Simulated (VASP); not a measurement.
A run of VASP 6.6.1 is set up as follows.

Contents of INCAR:

```
PREC = Accurate ; ENCUT = 520
EDIFF = 1E-6 ; ISMEAR = -1
SIGMA = 0.05 ; LREAL = False
LASPH = True ; NELM = 80
ALGO = Normal ; ISIF = 2
LWAVE = False ; LCHARG = True
GGA = PE ; LELF = True
LVHAR = True ; NBANDS = 20
```

Contents of KPOINTS:

```
Automatic mesh
0
Gamma
  5 4 9
```

File POSCAR:

```
Te
1.0
    5.5783382876      0.0000000000      0.0000000000
    0.0000000000      8.5334861957      0.0000000000
    0.0000000000      0.0000000000      3.1407317906
Te
4
Direct
    0.3107647500      0.3930730700      0.7638832400
    0.1892352500      0.8930730700      0.2361167600
    0.6892352500      0.6069269300      0.7638832400
    0.8107647500      0.1069269300      0.2361167600
```

Potentials or basis: VASP PAW PBE potentials, release 64 (Te).

Launch:

```bash
$ cat potpaw_PBE.64/Te/POTCAR > POTCAR
$ mpirun -np 1 vasp_std > vasp.out
```

Task: Estimate the band gap on the k mesh.

Result: Zero (band 12 reaches 6.22 eV, above the bottom of band 13 at 3.59 eV).

Task: Estimate the pressure.

Result: -1.3 GPa.

Task: Estimate the largest force.

Result: 0.022 eV/Å.

Forces in eV/Å, atoms in the order of the input:
```
Te   0.016 -0.014  0.006
Te  -0.016 -0.014 -0.006
Te  -0.016  0.014  0.006
Te   0.016  0.014 -0.006
```

Caveat: spin-orbit coupling is left out, which moves the levels of the heavy elements.
